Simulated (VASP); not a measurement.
Wanted: the native input for a VASP 6.6.1 run.

```yaml
Task: relaxation of cell and atoms
Functional: PBEsol
Potentials_or_basis: VASP PAW PBE potentials, release 64 (Ag, Cl)
Cutoff: 500 eV
k_mesh: 8 × 8 × 8
Occupations: gaussian, width 0.01 eV
Spin: no spin polarisation
Target_pressure: 2 GPa
Dipole_correction: no
Further_INCAR_settings: ALGO = Normal; EDIFF = 1e-07; IBRION = 2; EDIFFG = -0.002; NSW = 100; ISIF = 3
```

The structure of AgCl lies in POSCAR:

```
AgCl
1.0
    0.0000000000      2.7237519363      2.7237519363
    2.7237519363      0.0000000000      2.7237519363
    2.7237519363      2.7237519363      0.0000000000
Ag Cl
1 1
Direct
    0.0000000000      0.0000000000      0.0000000000
    0.5000000000      0.5000000000      0.5000000000
```

One way to write it, as run:

INCAR

```
SYSTEM = AgCl
PREC = Accurate
ENCUT = 500
EDIFF = 1E-7
ISMEAR = 0
SIGMA = 0.01
LREAL = .False.
LASPH = .True.
NELM = 120
ALGO = Normal
ISIF = 3
LWAVE = .False.
LCHARG = .False.
GGA = PS
IBRION = 2
NSW = 100
EDIFFG = -0.002
PSTRESS = 20.0
GGA_COMPAT = .False.
NELMIN = 4
```

KPOINTS

```
regular mesh
0
Gamma
  8 8 8
  0 0 0
```

Potentials or basis: VASP PAW PBE potentials, release 64 (Ag, Cl).

Command:

```bash
$ cat potpaw_PBE.64/Ag/POTCAR potpaw_PBE.64/Cl/POTCAR > POTCAR
$ mpirun -np 1 vasp_std > vasp.out
```

It gave:

| Property | Result |
| --- | --- |
| Relaxed volume | 19.53 Å³/atom |
| Relaxed cell | a = 3.809 Å, b = 3.809 Å, c = 3.809 Å, α = 60.00°, β = 60.00°, γ = 60.00° |
| Space group after relaxing (to 0.1 Å) | Fm-3m (No. 225) |
| Energy change on relaxing (the run minimises the enthalpy) | +3.9 meV/atom |
| Ionic steps | 3 |
| Pressure after relaxing | 2.0 GPa |
| Band gap on the k mesh | 0.72 eV (least direct gap 3.35 eV) |

Caveat: the cell is relaxed towards a set pressure, so the run minimises the enthalpy, not the energy; the PAW data sets were made with another functional, which shifts forces and pressure a little.

Run time: 15 s on 1 thread of Intel(R) Xeon(R) 6975P-C (Granite Rapids) (shared host), peak memory 0.16 GiB.
